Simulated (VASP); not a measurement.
A run of VASP 6.6.1 is set up as follows.

Contents of POSCAR:

```
WSe
1.0
    3.7377301953      0.0000000000      0.0000000000
    0.0000000000      3.7377301953      0.0000000000
    0.0000000000      0.0000000000      3.7377301953
W Se
1 1
Direct
    0.0000000000      0.0000000000      0.0000000000
    0.5000000000      0.5000000000      0.5000000000
```

INCAR.step1

```
PREC = Accurate
ENCUT = 520
ISMEAR = 0
SIGMA = 0.1
LREAL = F
LASPH = T
NELM = 150
LMAXMIX = 4
LDAU = T
LDAUTYPE = 2
LDAUL = 2 -1
LDAUU = 6.2 0
LDAUJ = 0 0
NBANDS = 17
GGA = PE
ALGO = Normal
EDIFF = 1E-4
LWAVE = T
LCHARG = F
```

The input INCAR.step2:

```
PREC = Accurate
ENCUT = 520
EDIFF = 1E-7
ISMEAR = 0
SIGMA = 0.1
LREAL = F
LASPH = T
NELM = 150
ALGO = Normal
ISIF = 2
LWAVE = F
LCHARG = T
LMAXMIX = 4
LDAU = T
LDAUTYPE = 2
LDAUL = 2 -1
LDAUU = 6.2 0
LDAUJ = 0 0
LDAUPRINT = 1
METAGGA = R2SCAN
LMIXTAU = T
LELF = T
LVHAR = T
NBANDS = 17
ISTART = 1
```

KPOINTS

```
regular mesh
0
Gamma
  12 12 12
```

Potentials or basis: VASP PAW PBE potentials, release 64 (W_sv, Se).

The run is started by

```sh
$ cat potpaw_PBE.64/W_sv/POTCAR potpaw_PBE.64/Se/POTCAR > POTCAR
$ cp INCAR.step1 INCAR
$ mpirun -np 1 vasp_std > vasp.out
$ cp INCAR.step2 INCAR
$ mpirun -np 1 vasp_std > vasp.out
```

Problem. Estimate the band gap on the k mesh.

Solution. Zero (bands 10 and 11 overlap by 0.76 eV).

Problem. Estimate the pressure.

Solution. -16.6 GPa.

Eigenvalues of the final occupation matrices:
| site | spin | trace | eigenvalues |
| --- | --- | --- | --- |
| site 1 d | 1 | 1.65 | 0.05 0.05 0.05 0.75 0.75 |
| site 1 d | 2 | 1.65 | 0.05 0.05 0.05 0.75 0.75 |

Caveat: the cell stands under tension; the PAW data sets were made with another functional, which shifts forces and pressure a little; spin-orbit coupling is left out, which moves the levels of the heavy elements; U without spin polarisation on a metal has little footing.
